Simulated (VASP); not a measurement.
# CsSrF3 in VASP: further runs

The runs below take CsSrF3 through single point, with LDA.

Program: VASP 6.6.1. These are calculated values, not measurements. Logs are shortened: lines on timing, memory, paths and dates and some standing lists are left out, and cuts for length are marked.

## 1. The cell of the first run

The structure is tetragonal, space group P4/mmm (No. 123). The conventional cell has a = 4.906 Å, b = 4.906 Å, c = 4.763 Å, α = 90.00°, β = 90.00°, γ = 90.00°. Within 4.5 Å of Cs (site symmetry 4/mmm) lie 12 F at 3.42 to 3.47 Å and 8 Sr at 4.21 Å. Within 3.1 Å of Sr (site symmetry 4/mmm) lie 6 F at 2.38 to 2.45 Å. Within 3.2 Å of F (site symmetry mmm) lie 2 Sr at 2.45 Å. Within 3.1 Å of F (site symmetry 4/mmm) lie 2 Sr at 2.38 Å.

## 2. Single point, LDA (strain +0.030 along x and y, +0.000 along z)

The input, INCAR:

```
SYSTEM = CsSrF3
PREC = Accurate ; ENCUT = 520
EDIFF = 1E-7 ; ISMEAR = 0
SIGMA = 0.05 ; LREAL = .FALSE.
LASPH = .TRUE. ; NELM = 100
ALGO = Normal ; ISIF = 2
LWAVE = .FALSE. ; LCHARG = .FALSE.
NBANDS = 28
```

The input, KPOINTS:

```
regular mesh
0
G
  6 6 6
  0 0 0
```

The input, POSCAR:

```
CsSrF3
1.0
    4.9061444203      0.0000000000      0.0000000000
    0.0000000000      4.9061444203      0.0000000000
    0.0000000000      0.0000000000      4.7632470100
Cs Sr F
1 1 3
Direct
    0.0000000000      0.0000000000      0.0000000000
    0.5000000000      0.5000000000      0.5000000000
    0.0000000000      0.5000000000      0.5000000000
    0.5000000000      0.0000000000      0.5000000000
    0.5000000000      0.5000000000      0.0000000000
```

Potentials or basis: VASP PAW LDA potentials, release 64 (Cs_sv, Sr_sv, F).

The run is started by

```
$ cat potpaw_LDA.64/Cs_sv/POTCAR potpaw_LDA.64/Sr_sv/POTCAR potpaw_LDA.64/F/POTCAR > POTCAR
$ mpirun -np 1 vasp_std > vasp.out
```

OUTCAR:

```text
SYSTEM = CsSrF3
   PREC = Accurate
   ENCUT = 520
   EDIFF = 1E-7
   ISMEAR = 0
   LREAL = .FALSE.
   LASPH = .TRUE.
   NELM = 100
   ISIF = 2

 ion  position               nearest neighbor table
   1  0.000  0.000  0.000-
   2  0.500  0.500  0.500-   5 2.38   5 2.38   3 2.45   4 2.45   4 2.45   3 2.45
   3  0.000  0.500  0.500-   2 2.45   2 2.45
   4  0.500  0.000  0.500-   2 2.45   2 2.45
   5  0.500  0.500  0.000-   2 2.38   2 2.38

  LATTYP: Found a simple tetragonal cell.
 ALAT       =     4.9061444203
 C/A-ratio  =     0.9708737864

  Lattice vectors:

 A1 = (   4.9061444203,   0.0000000000,   0.0000000000)
 A2 = (   0.0000000000,   4.9061444203,   0.0000000000)
 A3 = (   0.0000000000,   0.0000000000,   4.7632470100)

Analysis of symmetry for initial positions (statically):
=====================================================================
 Subroutine PRICEL returns:
 Original cell was already a primitive cell.

 Routine SETGRP: Setting up the symmetry group for a
 simple tetragonal supercell.

 Subroutine GETGRP returns: Found 16 space group operations
 (whereof 16 operations were pure point group operations)
 out of a pool of 16 trial point group operations.

The static configuration has the point symmetry D_4h.

Analysis of symmetry for dynamics (positions and initial velocities):
=====================================================================
 Subroutine PRICEL returns:
 Original cell was already a primitive cell.

 Routine SETGRP: Setting up the symmetry group for a
 simple tetragonal supercell.

 Subroutine GETGRP returns: Found 16 space group operations
 (whereof 16 operations were pure point group operations)
 out of a pool of 16 trial point group operations.

The dynamic configuration has the point symmetry D_4h.

 Subroutine INISYM returns: Found 16 space group operations
 (whereof 16 operations are pure point group operations),
 and found     1 'primitive' translations

----------------------------------------------------------------------------------------

                                     Primitive cell

  volume of cell :     114.6526

  direct lattice vectors                    reciprocal lattice vectors
     4.906144420  0.000000000  0.000000000     0.203826042  0.000000000  0.000000000
     0.000000000  4.906144420  0.000000000     0.000000000  0.203826042  0.000000000
     0.000000000  0.000000000  4.763247010     0.000000000  0.000000000  0.209940824

  length of vectors
     4.906144420  4.906144420  4.763247010     0.203826042  0.203826042  0.209940824

  position of ions in fractional coordinates (direct lattice)
     0.000000000  0.000000000  0.000000000
     0.500000000  0.500000000  0.500000000
     0.000000000  0.500000000  0.500000000
     0.500000000  0.000000000  0.500000000
     0.500000000  0.500000000  0.000000000

  ion indices of the primitive-cell ions
   primitive index   ion index
                 1           1
                 2           2
                 3           3
                 4           4
                 5           5

----------------------------------------------------------------------------------------

 KPOINTS: regular mesh

Automatic generation of k-mesh.
 Grid dimensions read from file:
 generate k-points for:    6    6    6

 Generating k-lattice:

  Cartesian coordinates                     Fractional coordinates (reciprocal lattice)
     0.033971007  0.000000000  0.000000000     0.166666667  0.000000000  0.000000000
     0.000000000  0.033971007  0.000000000     0.000000000  0.166666667  0.000000000
     0.000000000  0.000000000  0.034990137     0.000000000  0.000000000  0.166666667

  Length of vectors
     0.033971007  0.033971007  0.034990137

  Shift w.r.t. Gamma in fractional coordinates (k-lattice)
     0.000000000  0.000000000  0.000000000

 Subroutine IBZKPT returns following result:
 ===========================================

 Found     40 irreducible k-points:

 Following reciprocal coordinates:
            Coordinates               Weight
  0.000000  0.000000  0.000000      1.000000
  0.166667  0.000000  0.000000      4.000000
  0.333333  0.000000  0.000000      4.000000
  0.500000  0.000000  0.000000      2.000000
  0.166667  0.166667  0.000000      4.000000
  0.333333  0.166667  0.000000      8.000000
[... 16 lines left out ...]
  0.333333  0.000000  0.333333      8.000000
  0.500000  0.000000  0.333333      4.000000
 [... further k-points ...]
   k-points           NKPTS =     40   k-points in BZ     NKDIM =     40   number of bands    NBANDS=     28
   number of dos      NEDOS =    301   number of ions     NIONS =      5
   total plane-waves  NPLWV =  46656
   dimension x,y,z NGX =    36 NGY =   36 NGZ =   36
   dimension x,y,z NGXF=    72 NGYF=   72 NGZF=   72
   ions per type =               1   1   3
   NGX,Y,Z   is equivalent  to a cutoff of  12.20, 12.20, 12.56 a.u.
   NGXF,Y,Z  is equivalent  to a cutoff of  24.40, 24.40, 25.13 a.u.
 SYSTEM =  CsSrF3
   PREC   = accura    normal or accurate (medium, high low for compatibility)
   ISTART =      0    job   : 0-new  1-cont  2-samecut
   ICHARG =      2    charge: 1-file 2-atom 10-const
   ISPIN  =      1    spin polarized calculation?
   LNONCOLLINEAR =      F non collinear calculations
   LSORBIT =      F    spin-orbit coupling
   LASPH  =      T    aspherical Exc in radial PAW
   ENCUT  =  520.0 eV  38.22 Ry    6.18 a.u.   9.12  9.12  8.86*2*pi/ulx,y,z
   NELM   =    100;   NELMIN=  2; NELMDL= -5     # of ELM steps
   EDIFF  = 0.1E-06   stopping-criterion for ELM
   LREAL  =      F    real-space projection
   EDIFFG = 0.1E-05   stopping-criterion for IOM
   NSW    =      0    number of steps for IOM
   IBRION =     -1    ionic relax: 0-MD 1-quasi-New 2-CG
   NFREE  =      0    steps in history (QN), initial steepest desc. (CG)
   ISIF   =      2    stress and relaxation
   ISYM   =      2    0-nonsym 1-usesym 2-fastsym
   POTIM  = 0.5000    time-step for ionic-motion
   TEBEG  =    0.0;   TEEND  =   0.0 temperature during run
   PSTRESS=    0.0 pullay stress
   NELECT =      40.0000    total number of electrons
   NUPDOWN=      -1.0000    fix difference up-down
   EMIN   =  10.00;   EMAX   =-10.00  energy-range for DOS
   EFERMI =   0.00;   METHOD = LEGACY
   ISMEAR =     0;   SIGMA  =   0.05  broadening in eV -4-tet -1-fermi 0-gaus
   EFERMI_NEDOS =   21; number of points for ismear=-14 and -15
   IALGO  =     38    algorithm
   IMIX   =      4    mixing-type and parameters
     AMIX     =   0.40;   BMIX     =  1.00
     AMIX_MAG =   1.60;   BMIX_MAG =  1.00
  volume/ion in A,a.u.               =      22.93       154.74
  Fermi-wavevector in a.u.,A,eV,Ry     =   1.152480  2.177872 18.071411  1.328211
  Thomas-Fermi vector in A             =   2.289131
   LORBIT       =      0    0 simple, 1 ext, 2 COOP (PROOUT), +10 PAW based schemes
   GGA     = CA    functional components
   LHFCALC =     F    Hartree Fock is set to
   AEXX    =    0.0000 exact exchange contribution
   IVDW    =     0    specifies the selected vdW correction
   LEPSILON=     F    determine dielectric tensor
   LRPA    =     F    only Hartree local field effects (RPA)
 non-spin polarized calculation
 Gauss-broadening in eV      SIGMA  =   0.05
  energy-cutoff  :      520.00
  volume of cell :      114.65
 maximum number of plane-waves:      3112
   NGX = 19   NGY = 19   NGZ = 17

 number of electron      39.9999983 magnetization

 Free energy of the ion-electron system (eV)
  ---------------------------------------------------
  ext. energy  EPLUGINS =         0.00000000
  ---------------------------------------------------
  free energy    TOTEN  =       -26.95459274 eV

  energy without entropy =      -26.95459274  energy(sigma->0) =      -26.95459274

 E-fermi :  -2.3658     XC(G=0):  -8.8162

 val. band max:       -2.6928161331   @ k =   0.5000   0.5000   0.5000
 cond. band min:       3.0544741516   @ k =   0.0000   0.0000   0.0000
 fundamental gap:      5.7472902847
 Fermi energy:        -2.3657635560

 k-point     1 :       0.0000    0.0000    0.0000
  band No.  band energies     occupation
      1     -32.6066      2.00000
      2     -21.2816      2.00000
      3     -21.1570      2.00000
      4     -21.0940      2.00000
      5     -20.5475      2.00000
      6     -14.9602      2.00000
[... 20 lines left out ...]
     27       8.9448      0.00000
     28       8.9449      0.00000

 k-point     2 :       0.1667    0.0000    0.0000
  band No.  band energies     occupation
      1     -32.6051      2.00000
      2     -21.2750      2.00000
      3     -21.1772      2.00000
      4     -21.1065      2.00000
      5     -20.5604      2.00000
      6     -14.9583      2.00000
[... 20 lines left out ...]
     27       8.4576      0.00000
     28       8.4983      0.00000

 k-point     3 :       0.3333    0.0000    0.0000
  band No.  band energies     occupation
      1     -32.6020      2.00000
      2     -21.2666      2.00000
      3     -21.2365      2.00000
      4     -21.1046      2.00000
      5     -20.5872      2.00000
      6     -14.9546      2.00000
[... 20 lines left out ...]
     27       7.6568      0.00000
     28       7.7819      0.00000

 k-point     4 :       0.5000    0.0000    0.0000
  band No.  band energies     occupation
      1     -32.6004      2.00000
      2     -21.2828      2.00000
      3     -21.2487      2.00000
      4     -21.0985      2.00000
      5     -20.6015      2.00000
      6     -14.9527      2.00000
[... 578 lines left out ...]
     27       7.1589      0.00000
     28       7.3692      0.00000

 k-point    23 :       0.3333    0.0000    0.3333
  band No.  band energies     occupation
      1     -32.5945      2.00000
      2     -21.4150      2.00000
      3     -21.2219      2.00000
      4     -21.0990      2.00000
      5     -20.6127      2.00000
      6     -14.8990      2.00000
[... 20 lines left out ...]
     27       7.2987      0.00000
     28       7.8363      0.00000

 k-point    24 :       0.5000    0.0000    0.3333
  band No.  band energies     occupation
      1     -32.5929      2.00000
      2     -21.4099      2.00000
      3     -21.2583      2.00000
      4     -21.0967      2.00000
      5     -20.6190      2.00000
      6     -14.8972      2.00000
[... 20 lines left out ...]
     27       7.5548      0.00000
     28       8.6578      0.00000

 [... further k-points ...]
[... 5 lines left out ...]
  --------------------------------------------------------------------------------------
  -------------------------------------------------------------------------------------
  Total       -3.8909264     -3.8909264     -2.6282389      0.0000000      0.0000000      0.0000000
  in kB      -54.3725668    -54.3725668    -36.7275249      0.0000000      0.0000000      0.0000000
  external PRESSURE =     -48.4908862 kB  Pullay stress =       0.0000000 kB

 VOLUME and BASIS-vectors are now :
 -----------------------------------------------------------------------------
  energy-cutoff  :      520.00
  volume of cell :      114.65
      direct lattice vectors                 reciprocal lattice vectors
     4.906144420  0.000000000  0.000000000     0.203826042  0.000000000  0.000000000
     0.000000000  4.906144420  0.000000000     0.000000000  0.203826042  0.000000000
     0.000000000  0.000000000  4.763247010     0.000000000  0.000000000  0.209940824

 POSITION                                       TOTAL-FORCE (eV/Angst)
 -----------------------------------------------------------------------------------
      0.00000      0.00000      0.00000         0.000000      0.000000      0.000000
      2.45307      2.45307      2.38162         0.000000      0.000000      0.000000
      0.00000      2.45307      2.38162         0.000000      0.000000      0.000000
      2.45307      0.00000      2.38162         0.000000      0.000000      0.000000
      2.45307      2.45307      0.00000         0.000000      0.000000      0.000000
 -----------------------------------------------------------------------------------
    total drift:                                0.000000      0.000000      0.000000

  FREE ENERGIE OF THE ION-ELECTRON SYSTEM (eV)
  ---------------------------------------------------
  free  energy   TOTEN  =       -26.9545927355 eV

  energy  without entropy=      -26.9545927355  energy(sigma->0) =      -26.95459274
```

Wall time 1.9 min (1 thread of AMD EPYC 9R45 (Zen 5), shared host); peak memory 0.21 GiB.

What came out:

| Property | Result |
| --- | --- |
| Free energy | -26.9546 eV |
| Pressure | -4.8 GPa |
| Band gap on the k mesh | 5.75 eV, indirect (least direct gap 5.80 eV) |

Levels at points of the mesh, in eV from the valence-band top:
```
           k point  band 17  band 18  band 19  band 20  band 21  band 22  band 23  band 24
(0.00, 0.00, 0.00)    -0.25    -0.06    -0.06    -0.05     5.75     7.44     7.49     8.23
(0.50, 0.00, 0.00)    -0.34    -0.33    -0.10    -0.08     7.41     8.20     8.55     9.17
(0.50, 0.50, 0.00)    -0.34    -0.34    -0.12    -0.01     7.82     8.12     8.73     8.73
(0.00, 0.00, 0.50)    -0.44    -0.37    -0.09    -0.09     7.48     8.35     8.59     9.10
(0.50, 0.00, 0.50)    -0.20    -0.20    -0.14    -0.03     7.78     8.22     8.58     8.64
(0.50, 0.50, 0.50)    -0.55    -0.01    -0.01     0.00     8.12     8.15     8.15     9.84
```

Caveat: the cell differs from its parent crystal (strain +0.030 along x and y, +0.000 along z); spin-orbit coupling is left out, which moves the levels of the heavy elements.

## 3. Single point, LDA (strain -0.030 along x and y, -0.030 along z)

The input, INCAR:

```
PREC = Accurate
ENCUT = 520
EDIFF = 1E-7
ISMEAR = 0
SIGMA = 0.05
LREAL = F
LASPH = T
NELM = 60
ALGO = Normal
ISIF = 2
LWAVE = F
LCHARG = F
GGA = CA
NBANDS = 28
```

The input, KPOINTS:

```
Automatic mesh
0
Gamma
  6 6 6
```

Changes to POSCAR since step 2:

```diff
@@ -2,5 +2,5 @@
 1.0
-    4.9061444203      0.0000000000      0.0000000000
-    0.0000000000      4.9061444203      0.0000000000
-    0.0000000000      0.0000000000      4.7632470100
+    4.6203495997      0.0000000000      0.0000000000
+    0.0000000000      4.6203495997      0.0000000000
+    0.0000000000      0.0000000000      4.6203495997
 Cs Sr F
```

Potentials or basis: VASP PAW LDA potentials, release 64 (Cs_sv, Sr_sv, F).

The run is started by

```
$ cat potpaw_LDA.64/Cs_sv/POTCAR potpaw_LDA.64/Sr_sv/POTCAR potpaw_LDA.64/F/POTCAR > POTCAR
$ mpirun -np 1 vasp_std > vasp.out
```

Run time: 29 s. Hardware: 1 thread of AMD EPYC 9R45 (Zen 5), shared host; peak memory 0.17 GiB.

It converged, with:

* Free energy: -27.1721 eV
* Pressure: 1.4 GPa
* Band gap on the k mesh: 6.35 eV, direct

Levels at points of the mesh, in eV from the valence-band top:
```
           k point  band 17  band 18  band 19  band 20  band 21  band 22  band 23  band 24
(0.00, 0.00, 0.00)    -0.40     0.00     0.00     0.00     6.35     7.53     7.53     8.55
(0.50, 0.00, 0.00)    -0.64    -0.64     0.00     0.00     7.97     8.45     9.52     9.65
(0.50, 0.50, 0.00)    -0.41    -0.41    -0.24    -0.01     8.23     8.71     9.07     9.07
(0.50, 0.50, 0.50)    -0.80    -0.22    -0.22    -0.22     8.49     8.49     8.49    10.75
```

Caveat: the cell differs from its parent crystal (strain -0.030 along x and y, -0.030 along z); spin-orbit coupling is left out, which moves the levels of the heavy elements.

## 4. Single point, LDA (strain +0.030 along x and y, +0.030 along z)

The input, INCAR:

```
ALGO = Normal ; EDIFF = 1E-6
ENCUT = 520 ; GGA = CA
ISIF = 2 ; ISMEAR = 0
LASPH = True ; LCHARG = False
LREAL = False ; LWAVE = False
NBANDS = 28 ; NELM = 80
PREC = Accurate ; SIGMA = 0.05
```

The input, KPOINTS:

```
k-points
0
Gamma
  6 6 6
```

Changes to POSCAR since step 3:

```diff
@@ -2,5 +2,5 @@
 1.0
-    4.6203495997      0.0000000000      0.0000000000
-    0.0000000000      4.6203495997      0.0000000000
-    0.0000000000      0.0000000000      4.6203495997
+    4.9061444203      0.0000000000      0.0000000000
+    0.0000000000      4.9061444203      0.0000000000
+    0.0000000000      0.0000000000      4.9061444203
 Cs Sr F
```

The run is started by

```
$ cat potpaw_LDA.64/Cs_sv/POTCAR potpaw_LDA.64/Sr_sv/POTCAR potpaw_LDA.64/F/POTCAR > POTCAR
$ mpirun -np 1 vasp_std > vasp.out
```

Run time: 29 s. Hardware: 1 thread of AMD EPYC 9R45 (Zen 5), shared host; peak memory 0.18 GiB.

The run converged. Its results:

```yaml
Free_energy: -26.8567 eV
Pressure: -5.7 GPa
Band_gap_on_the_k_mesh: 5.62 eV, indirect (least direct gap 5.70 eV)
```

Levels at points of the mesh, in eV from the valence-band top:
```csv
k point,band 17,band 18,band 19,band 20,band 21,band 22,band 23,band 24
"(0.00, 0.00, 0.00)",-0.27,-0.08,-0.08,-0.08,5.62,7.42,7.42,8.27
"(0.50, 0.00, 0.00)",-0.36,-0.36,-0.12,-0.12,7.31,8.18,8.35,9.04
"(0.50, 0.50, 0.00)",-0.24,-0.24,-0.17,-0.01,7.69,8.06,8.54,8.54
"(0.50, 0.50, 0.50)",-0.61,0.00,0.00,0.00,8.06,8.06,8.06,9.69
```

Caveat: the cell differs from its parent crystal (strain +0.030 along x and y, +0.030 along z); spin-orbit coupling is left out, which moves the levels of the heavy elements. A k mesh can miss the band edges.

(Continued in part 2 of 2.)
